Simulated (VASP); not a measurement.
Set up this calculation in VASP 6.6.1, as the native input.

* Task: single point
* Functional: PBE
* Potentials or basis: VASP PAW PBE potentials, release 64 (Sr_sv, Cu, H)
* Cutoff: 520 eV
* k mesh: 6 × 6 × 2
* Occupations: gaussian, width 0.1 eV
* Spin: no spin polarisation
* Dipole correction: no
* Further INCAR settings: ALGO = Fast; EDIFF = 1e-06; NBANDS = 30

The structure of Sr3CuH2 lies in POSCAR:

```
Sr3CuH2
1.0
    5.4104265886      0.0000000037      0.0000000000
   -2.7052132976      4.6855668692      0.0000000000
    0.0000000000      0.0000000000      6.9996210346
Sr Cu H
3 1 2
Direct
    0.3333333333      0.6666666667      0.5000000000
    0.6666666667      0.3333333333      0.0000000000
    0.6666666667      0.3333333333      0.5000000000
    0.3333333333      0.6666666667      0.0000000000
    0.0000000000      0.0000000000      0.3424416904
    0.0000000000      0.0000000000      0.6575583096
```

The cell was generated, and may not be a known phase.

The input as run:

INCAR

```
PREC = Accurate
ENCUT = 520
EDIFF = 1E-6
ISMEAR = 0
SIGMA = 0.1
LREAL = F
LASPH = T
NELM = 60
ALGO = Fast
ISIF = 2
LWAVE = F
LCHARG = F
GGA = PE
NBANDS = 30
```

KPOINTS

```
Automatic mesh
0
Gamma
  6 6 2
```

Potentials or basis: VASP PAW PBE potentials, release 64 (Sr_sv, Cu, H).

Command:

```bash
$ cat potpaw_PBE.64/Sr_sv/POTCAR potpaw_PBE.64/Cu/POTCAR potpaw_PBE.64/H/POTCAR > POTCAR
$ mpirun -np 1 vasp_std > vasp.out
```

It gave:

```json
{
  "Pressure": "0.2 GPa",
  "Largest force": "0.014 eV/Å",
  "Band gap on the k mesh": "zero (an odd number of electrons rules out a gap without spin polarisation)"
}
```

Caveat: the k points lie up to 0.45 Å⁻¹ apart, too coarse for converged energies and pressures of a metal.

Run time: 4.2 min on 1 thread of Oxide Virtual Turin-like Processor, with other jobs on the host, peak memory 0.29 GiB.
